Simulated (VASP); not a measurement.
# Zn (Pm-3m) in VASP: further runs

Zn is run at these levels: PBE; tasks: single point, relaxation of cell and atoms.

All numbers are computed with VASP 6.6.1; they aren't measurements. Logs are shortened: lines on timing, memory, paths and dates and some standing lists are left out, and cuts for length are marked.

## (1) The cell of the first run

The structure is cubic, space group Pm-3m (No. 221). Conventional cell: a = 2.665 Å, b = 2.665 Å, c = 2.665 Å, α = 90.00°, β = 90.00°, γ = 90.00°. Zn (site symmetry m-3m) has 6 Zn at 2.66 Å within 3.5 Å.

This isn't the form of Zn at room conditions, which is hcp.

## (2) Single point, PBE

INCAR reads:

```
PREC = Accurate ; ENCUT = 520
EDIFF = 1E-6 ; ISMEAR = 0
SIGMA = 0.1 ; LREAL = F
LASPH = T ; NELM = 100
ALGO = Normal ; ISIF = 2
LWAVE = F ; LCHARG = F
GGA = PE ; NBANDS = 12
```

KPOINTS reads:

```
regular mesh
0
Gamma
  6 6 6
```

POSCAR reads:

```
Zn
1.0
    2.6648897999      0.0000000000      0.0000000000
    0.0000000000      2.6648897999      0.0000000000
    0.0000000000      0.0000000000      2.6648897999
Zn
1
Direct
    0.0000000000      0.0000000000      0.0000000000
```

Potentials or basis: VASP PAW PBE potentials, release 64 (Zn).

The run is started by

```console
> cat potpaw_PBE.64/Zn/POTCAR > POTCAR
> mpirun -np 1 vasp_std > vasp.out
```

OUTCAR:

```text
PREC = Accurate
   ENCUT = 520
   EDIFF = 1E-6
   ISMEAR = 0
   LREAL = F
   LASPH = T
   NELM = 100
   ISIF = 2
   GGA = PE

 ion  position               nearest neighbor table
   1  0.000  0.000  0.000-

  LATTYP: Found a simple cubic cell.
 ALAT       =     2.6648897999

  Lattice vectors:

 A1 = (   2.6648897999,   0.0000000000,   0.0000000000)
 A2 = (   0.0000000000,   2.6648897999,   0.0000000000)
 A3 = (   0.0000000000,   0.0000000000,   2.6648897999)

Analysis of symmetry for initial positions (statically):
=====================================================================
 Subroutine PRICEL returns:
 Original cell was already a primitive cell.

 Routine SETGRP: Setting up the symmetry group for a
 simple cubic supercell.

 Subroutine GETGRP returns: Found 48 space group operations
 (whereof 48 operations were pure point group operations)
 out of a pool of 48 trial point group operations.

The static configuration has the point symmetry O_h .

Analysis of symmetry for dynamics (positions and initial velocities):
=====================================================================
 Subroutine PRICEL returns:
 Original cell was already a primitive cell.

 Routine SETGRP: Setting up the symmetry group for a
 simple cubic supercell.

 Subroutine GETGRP returns: Found 48 space group operations
 (whereof 48 operations were pure point group operations)
 out of a pool of 48 trial point group operations.

The dynamic configuration has the point symmetry O_h .

 Subroutine INISYM returns: Found 48 space group operations
 (whereof 48 operations are pure point group operations),
 and found     1 'primitive' translations

----------------------------------------------------------------------------------------

                                     Primitive cell

  volume of cell :      18.9251

  direct lattice vectors                    reciprocal lattice vectors
     2.664889800  0.000000000  0.000000000     0.375250038  0.000000000  0.000000000
     0.000000000  2.664889800  0.000000000     0.000000000  0.375250038  0.000000000
     0.000000000  0.000000000  2.664889800     0.000000000  0.000000000  0.375250038

  length of vectors
     2.664889800  2.664889800  2.664889800     0.375250038  0.375250038  0.375250038

  position of ions in fractional coordinates (direct lattice)
     0.000000000  0.000000000  0.000000000

  ion indices of the primitive-cell ions
   primitive index   ion index
                 1           1

----------------------------------------------------------------------------------------

 KPOINTS: regular mesh

Automatic generation of k-mesh.
 Grid dimensions read from file:
 generate k-points for:    6    6    6

 Generating k-lattice:

  Cartesian coordinates                     Fractional coordinates (reciprocal lattice)
     0.062541673  0.000000000  0.000000000     0.166666667  0.000000000  0.000000000
     0.000000000  0.062541673  0.000000000     0.000000000  0.166666667  0.000000000
     0.000000000  0.000000000  0.062541673     0.000000000  0.000000000  0.166666667

  Length of vectors
     0.062541673  0.062541673  0.062541673

  Shift w.r.t. Gamma in fractional coordinates (k-lattice)
     0.000000000  0.000000000  0.000000000

 Subroutine IBZKPT returns following result:
 ===========================================

 Found     20 irreducible k-points:

 Following reciprocal coordinates:
            Coordinates               Weight
  0.000000  0.000000  0.000000      1.000000
  0.166667  0.000000  0.000000      6.000000
  0.333333  0.000000  0.000000      6.000000
  0.500000  0.000000  0.000000      3.000000
  0.166667  0.166667  0.000000     12.000000
  0.333333  0.166667  0.000000     24.000000
[... 12 lines left out ...]
  0.500000  0.500000  0.333333      6.000000
  0.500000  0.500000  0.500000      1.000000
   k-points           NKPTS =     20   k-points in BZ     NKDIM =     20   number of bands    NBANDS=     12
   number of dos      NEDOS =    301   number of ions     NIONS =      1
   total plane-waves  NPLWV =   8000
   dimension x,y,z NGX =    20 NGY =   20 NGZ =   20
   dimension x,y,z NGXF=    40 NGYF=   40 NGZF=   40
   ions per type =               1
   NGX,Y,Z   is equivalent  to a cutoff of  12.48, 12.48, 12.48 a.u.
   NGXF,Y,Z  is equivalent  to a cutoff of  24.95, 24.95, 24.95 a.u.
 SYSTEM =  unknown system
   PREC   = accura    normal or accurate (medium, high low for compatibility)
   ISTART =      0    job   : 0-new  1-cont  2-samecut
   ICHARG =      2    charge: 1-file 2-atom 10-const
   ISPIN  =      1    spin polarized calculation?
   LNONCOLLINEAR =      F non collinear calculations
   LSORBIT =      F    spin-orbit coupling
   LASPH  =      T    aspherical Exc in radial PAW
   ENCUT  =  520.0 eV  38.22 Ry    6.18 a.u.   4.95  4.95  4.95*2*pi/ulx,y,z
   NELM   =    100;   NELMIN=  2; NELMDL= -5     # of ELM steps
   EDIFF  = 0.1E-05   stopping-criterion for ELM
   LREAL  =      F    real-space projection
   EDIFFG = 0.1E-04   stopping-criterion for IOM
   NSW    =      0    number of steps for IOM
   IBRION =     -1    ionic relax: 0-MD 1-quasi-New 2-CG
   NFREE  =      0    steps in history (QN), initial steepest desc. (CG)
   ISIF   =      2    stress and relaxation
   ISYM   =      2    0-nonsym 1-usesym 2-fastsym
   POTIM  = 0.5000    time-step for ionic-motion
   TEBEG  =    0.0;   TEEND  =   0.0 temperature during run
   PSTRESS=    0.0 pullay stress
   NELECT =      12.0000    total number of electrons
   NUPDOWN=      -1.0000    fix difference up-down
   EMIN   =  10.00;   EMAX   =-10.00  energy-range for DOS
   EFERMI =   0.00;   METHOD = LEGACY
   ISMEAR =     0;   SIGMA  =   0.10  broadening in eV -4-tet -1-fermi 0-gaus
   EFERMI_NEDOS =   21; number of points for ismear=-14 and -15
   IALGO  =     38    algorithm
   IMIX   =      4    mixing-type and parameters
     AMIX     =   0.40;   BMIX     =  1.00
     AMIX_MAG =   1.60;   BMIX_MAG =  1.00
  volume/ion in A,a.u.               =      18.93       127.71
  Fermi-wavevector in a.u.,A,eV,Ry     =   1.406445  2.657795 26.913503  1.978087
  Thomas-Fermi vector in A             =   2.528804
   LORBIT       =      0    0 simple, 1 ext, 2 COOP (PROOUT), +10 PAW based schemes
   GGA     = PE    functional components
   LHFCALC =     F    Hartree Fock is set to
   AEXX    =    0.0000 exact exchange contribution
   IVDW    =     0    specifies the selected vdW correction
   LEPSILON=     F    determine dielectric tensor
   LRPA    =     F    only Hartree local field effects (RPA)
 non-spin polarized calculation
 Gauss-broadening in eV      SIGMA  =   0.10
  energy-cutoff  :      520.00
  volume of cell :       18.93
 maximum number of plane-waves:       536
 NGX is ok and might be reduce to    20
   NGX =  9   NGY =  9   NGZ =  9

 number of electron      12.0000039 magnetization

 Free energy of the ion-electron system (eV)
  ---------------------------------------------------
  ext. energy  EPLUGINS =         0.00000000
  ---------------------------------------------------
  free energy    TOTEN  =        -0.91545201 eV

  energy without entropy =       -0.91424746  energy(sigma->0) =       -0.91484974

 E-fermi :   1.3901     XC(G=0): -10.3629

 val. band max:        1.0242561047   @ k =   0.5000   0.3333   0.1667
 cond. band min:       1.4878797207   @ k =   0.5000   0.3333   0.0000
 fundamental gap:      0.4636236161
 Fermi energy:         1.3900873738

 k-point     1 :       0.0000    0.0000    0.0000
  band No.  band energies     occupation
      1      -7.1351      2.00000
      2      -6.1699      2.00000
      3      -6.1699      2.00000
      4      -5.1033      2.00000
      5      -5.1033      2.00000
      6      -5.1033      2.00000
      7      13.4594      0.00000
      8      13.4594      0.00000
      9      13.4594      0.00000
     10      16.3524      0.00000
     11      16.3524      0.00000
     12      18.8596      0.00000

 k-point     2 :       0.1667    0.0000    0.0000
  band No.  band energies     occupation
      1      -6.5956      2.00000
      2      -6.1417      2.00000
      3      -5.9618      2.00000
      4      -5.1830      2.00000
      5      -5.1830      2.00000
      6      -5.0966      2.00000
      7       8.4855      0.00000
      8      14.1355      0.00000
      9      14.1355      0.00000
     10      16.8073      0.00000
     11      18.2896      0.00000
     12      23.2185      0.00000

 k-point     3 :       0.3333    0.0000    0.0000
  band No.  band energies     occupation
      1      -6.0848      2.00000
      2      -6.0779      2.00000
      3      -5.3380      2.00000
      4      -5.3380      2.00000
      5      -5.0832      2.00000
      6      -4.3471      2.00000
      7       3.1404      0.00000
      8      15.9890      0.00000
      9      15.9890      0.00000
     10      18.2109      0.00000
     11      19.4328      0.00000
     12      24.2546      0.00000
[... 226 lines left out ...]
 k-point    19 :       0.5000    0.5000    0.3333
  band No.  band energies     occupation
      1      -5.9703      2.00000
      2      -5.7946      2.00000
      3      -5.7946      2.00000
      4      -5.1015      2.00000
      5      -4.8362      2.00000
      6       5.4529      0.00000
      7       5.4529      0.00000
      8       5.4840      0.00000
      9       9.6007      0.00000
     10      13.2980      0.00000
     11      14.4710      0.00000
     12      14.4710      0.00000

 k-point    20 :       0.5000    0.5000    0.5000
  band No.  band energies     occupation
      1      -5.9220      2.00000
      2      -5.9220      2.00000
      3      -5.9220      2.00000
      4      -4.8318      2.00000
      5      -4.8318      2.00000
      6       6.9272      0.00000
      7       6.9272      0.00000
      8       6.9272      0.00000
      9      10.4386      0.00000
     10      12.0052      0.00000
     11      12.0052      0.00000
     12      12.0052      0.00000

------------------------ aborting loop because EDIFF is reached ----------------------------------------

  FORCE on cell =-STRESS in cart. coord.  units (eV):
  Direction    XX          YY          ZZ          XY          YZ          ZX
  --------------------------------------------------------------------------------------
  -------------------------------------------------------------------------------------
  Total       -0.0060331     -0.0060331     -0.0060331     -0.0000000     -0.0000000      0.0000000
  in kB       -0.5107540     -0.5107540     -0.5107540     -0.0000000     -0.0000000      0.0000000
  external PRESSURE =      -0.5107540 kB  Pullay stress =       0.0000000 kB

 VOLUME and BASIS-vectors are now :
 -----------------------------------------------------------------------------
  energy-cutoff  :      520.00
  volume of cell :       18.93
      direct lattice vectors                 reciprocal lattice vectors
     2.664889800  0.000000000  0.000000000     0.375250038  0.000000000  0.000000000
     0.000000000  2.664889800  0.000000000     0.000000000  0.375250038  0.000000000
     0.000000000  0.000000000  2.664889800     0.000000000  0.000000000  0.375250038

 POSITION                                       TOTAL-FORCE (eV/Angst)
 -----------------------------------------------------------------------------------
      0.00000      0.00000      0.00000         0.000000      0.000000      0.000000
 -----------------------------------------------------------------------------------
    total drift:                                0.000000      0.000000      0.000000

  FREE ENERGIE OF THE ION-ELECTRON SYSTEM (eV)
  ---------------------------------------------------
  free  energy   TOTEN  =        -0.9154520119 eV

  energy  without entropy=       -0.9142474605  energy(sigma->0) =       -0.91484974
```

Wall time 7.4 s (1 thread of Intel Xeon 8259CL, shared host); peak memory 0.12 GiB.

What came out:

```yaml
Free_energy: -0.9155 eV
Pressure: -0.1 GPa
Band_gap_on_the_k_mesh: zero (bands 6 and 7 overlap by 7.96 eV)
```

Levels at points of the mesh, in eV from the Fermi level:
```csv
k point,band 2,band 3,band 4,band 5,band 6,band 7,band 8,band 9,band 10,band 11
"(0.00, 0.00, 0.00)",-7.56,-7.56,-6.49,-6.49,-6.49,12.07,12.07,12.07,14.96,14.96
"(0.50, 0.00, 0.00)",-7.35,-6.80,-6.80,-6.47,-2.73,-2.42,16.33,16.33,18.98,19.21
"(0.50, 0.50, 0.00)",-7.27,-6.75,-6.75,-6.24,1.59,1.59,2.43,6.26,20.94,23.20
"(0.50, 0.50, 0.50)",-7.31,-7.31,-6.22,-6.22,5.54,5.54,5.54,9.05,10.62,10.62
```

Caveat: the k points lie up to 0.39 Å⁻¹ apart, too coarse for converged energies and pressures of a metal.

## (3) Relaxation of cell and atoms, PBE

This run uses another cell than the first one, of 15.88 Å³/atom.

INCAR reads:

```
SYSTEM = Zn
  PREC = Accurate
  ENCUT = 600
  EDIFF = 1E-6
  ISMEAR = 0
  SIGMA = 0.1
  LREAL = .False.
  LASPH = .True.
  NELM = 60
  ALGO = Fast
  ISIF = 3
  LWAVE = .False.
  LCHARG = .False.
  GGA = PE
  IBRION = 2
  NSW = 90
  EDIFFG = -0.04
```

KPOINTS reads:

```
regular mesh
0
Gamma
  6 6 6
  0 0 0
```

POSCAR reads:

```
Zn
1.0
    2.5136999002      0.0000000000      0.0000000000
    0.0000000000      2.5136999002      0.0000000000
    0.0000000000      0.0000000000      2.5136999002
Zn
1
Direct
    0.0000000000      0.0000000000      0.0000000000
```

Potentials or basis: VASP PAW PBE potentials, release 64 (Zn).

The run is started by

```console
> cat potpaw_PBE.64/Zn/POTCAR > POTCAR
> mpirun -np 1 vasp_std > vasp.out
```

OUTCAR:

```text
SYSTEM = Zn
   PREC = Accurate
   ENCUT = 600
   EDIFF = 1E-6
   ISMEAR = 0
   LREAL = .False.
   LASPH = .True.
   NELM = 60
   ISIF = 3
   GGA = PE
   IBRION = 2
   NSW = 90
   EDIFFG = -0.04

 ion  position               nearest neighbor table
   1  0.000  0.000  0.000-

  LATTYP: Found a simple cubic cell.
 ALAT       =     2.5136999002

  Lattice vectors:

 A1 = (   2.5136999002,   0.0000000000,   0.0000000000)
 A2 = (   0.0000000000,   2.5136999002,   0.0000000000)
 A3 = (   0.0000000000,   0.0000000000,   2.5136999002)

Analysis of symmetry for initial positions (statically):
=====================================================================
[... 174 lines left out ...]
  -------------------------------------------------------------------------------------
  Total        1.0103577      1.0103577      1.0103577      0.0000000     -0.0000000      0.0000000
  in kB      101.9167216    101.9167216    101.9167216      0.0000000     -0.0000000      0.0000000
  external PRESSURE =     101.9167216 kB  Pullay stress =       0.0000000 kB
[... 127 lines left out ...]
--------------------------------------- Ionic step        5  -------------------------------------------

 number of electron      12.0000038 magnetization

 Free energy of the ion-electron system (eV)
  ---------------------------------------------------
  ext. energy  EPLUGINS =         0.00000000
  ---------------------------------------------------
  free energy    TOTEN  =        -0.91450014 eV

  energy without entropy =       -0.91329559  energy(sigma->0) =       -0.91389787

 E-fermi :   1.3811     XC(G=0): -10.3523

 val. band max:        1.0093924402   @ k =   0.5000   0.3333   0.1667
 cond. band min:       1.4789317644   @ k =   0.5000   0.3333   0.0000
 fundamental gap:      0.4695393242
 Fermi energy:         1.3811393796

 k-point     1 :       0.0000    0.0000    0.0000
  band No.  band energies     occupation
      1      -7.1332      2.00000
      2      -6.1765      2.00000
      3      -6.1765      2.00000
      4      -5.1143      2.00000
      5      -5.1143      2.00000
      6      -5.1143      2.00000
      7      13.4294      0.00000
      8      13.4294      0.00000
      9      13.4294      0.00000
     10      16.3211      0.00000
[... 273 lines left out ...]
  FREE ENERGIE OF THE ION-ELECTRON SYSTEM (eV)
  ---------------------------------------------------
  free  energy   TOTEN  =        -0.9145001419 eV

  energy  without entropy=       -0.9132955948  energy(sigma->0) =       -0.91389787

 reached required accuracy - stopping structural energy minimisation
```

OSZICAR:

```text
N       E                     dE             d eps       ncg     rms          rms(c)
DAV:   1     0.405587755496E+02    0.40559E+02   -0.75229E+03   400   0.204E+03
DAV:   2    -0.100834578493E-01   -0.40569E+02   -0.38173E+02   412   0.220E+02
DAV:   3    -0.922259992949E+00   -0.91218E+00   -0.91166E+00   444   0.349E+01
[... 41 lines left out ...]
RMM:   3    -0.919775055409E+00    0.10505E-01   -0.14268E-02   400   0.207E+00    0.488E-01
RMM:   4    -0.914520249526E+00    0.52548E-02   -0.25199E-03   400   0.509E-01    0.457E-02
RMM:   5    -0.914497142520E+00    0.23107E-04   -0.40406E-04   400   0.369E-01    0.203E-02
RMM:   6    -0.914500502191E+00   -0.33597E-05   -0.25527E-05   394   0.636E-02    0.468E-03
RMM:   7    -0.914500141878E+00    0.36031E-06   -0.16934E-06   265   0.180E-02
   5 F= -.91450014E+00 E0= -.91389787E+00  d E =-.913561E-01
```

CONTCAR:

```text
Zn
   1.00000000000000
     2.6668653723259643    0.0000000000000000    0.0000000000000000
     0.0000000000000000    2.6668653723259643    0.0000000000000000
    -0.0000000000000000   -0.0000000000000000    2.6668653723259643
  Zn
     1
Direct
     0.0000000000000000    0.0000000000000000    0.0000000000000000

  0.00000000E+00  0.00000000E+00  0.00000000E+00
```

Run time: 25 s. Hardware: 1 thread of Intel Xeon 8259CL, shared host; peak memory 0.13 GiB.

What came out:

| Item | Value |
| --- | --- |
| Free energy | -0.9145 eV |
| Relaxed volume | 18.97 Å³/atom |
| Relaxed cell | a = 2.667 Å, b = 2.667 Å, c = 2.667 Å, α = 90.00°, β = 90.00°, γ = 90.00° |
| Space group after relaxing (to 0.1 Å) | Pm-3m (No. 221) |
| Energy gained by relaxing | 91.4 meV/atom |
| Ionic steps | 5 |
| Pressure after relaxing | -0.2 GPa |
| Band gap on the k mesh | zero (bands 6 and 7 overlap by 7.94 eV) |

Step by step:
| step | energy change (eV) | largest force (eV/Å) | pressure (GPa) | volume (Å³) |
| --- | --- | --- | --- | --- |
| 1 | 0.0000 | 0.0000 | 10.19 | 15.88 |
| 2 | -0.0885 | 0.0000 | 1.34 | 18.32 |
| 3 | -0.0911 | 0.0000 | 0.71 | 18.71 |
| 4 | -0.0888 | 0.0000 | -1.37 | 19.50 |
| 5 | -0.0914 | 0.0000 | -0.17 | 18.97 |

Final structure:
```xyz
1
Lattice="2.6669 0.0000 0.0000 0.0000 2.6669 0.0000 0.0000 0.0000 2.6669" Properties=species:S:1:pos:R:3 pbc="T T T"
Zn    0.0000    0.0000    0.0000
```

Caveat: the k points lie up to 0.39 Å⁻¹ apart in the final cell, too coarse for converged energies and pressures of a metal; the volume moved by over 15 % at a fixed basis, so the end points are rough.
